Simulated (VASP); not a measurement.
Crystal: Al2Te.

```
CELL_PARAMETERS angstrom
0.00000 3.46374 3.46374
3.46374 0.00000 3.46374
3.46374 3.46374 0.00000
ATOMIC_POSITIONS crystal
Al 0.25000 0.25000 0.25000
Al 0.75000 0.75000 0.75000
Te 0.00000 0.00000 0.00000
```

```yaml
Program: VASP 6.6.1
Task: relaxation of cell and atoms
Functional: PBE
Potentials_or_basis: VASP PAW PBE potentials, release 64 (Al, Te)
Cutoff: 600 eV
k_mesh: 10 × 10 × 10
Occupations: gaussian, width 0.1 eV
Spin: no spin polarisation
```

At the start: pressure 0.8 GPa; volume 27.70 Å³/atom.

**Question.** How do energy, volume and symmetry change on relaxing?

**Answer.** Over 3 steps the energy falls by 2.1 meV/atom and the volume is 28.63 Å³/atom (+3.3 %); space group Fm-3m (No. 225, to 0.05 Å).

Step by step:
| step | energy change (eV) | largest force (eV/Å) | pressure (GPa) | volume (Å³) |
| --- | --- | --- | --- | --- |
| 1 | 0.0000 | 0.0000 | 0.76 | 83.11 |
| 2 | -0.0052 | 0.0000 | 0.30 | 84.71 |
| 3 | -0.0062 | 0.0000 | -0.02 | 85.89 |

Final structure:
```
Al Te
1.0
     0.00000    3.50194    3.50194
     3.50194    0.00000    3.50194
     3.50194    3.50194    0.00000
Al Te
2 1
Cartesian
  1.7510 1.7510 1.7510
  5.2529 5.2529 5.2529
  0.0000 0.0000 0.0000
```
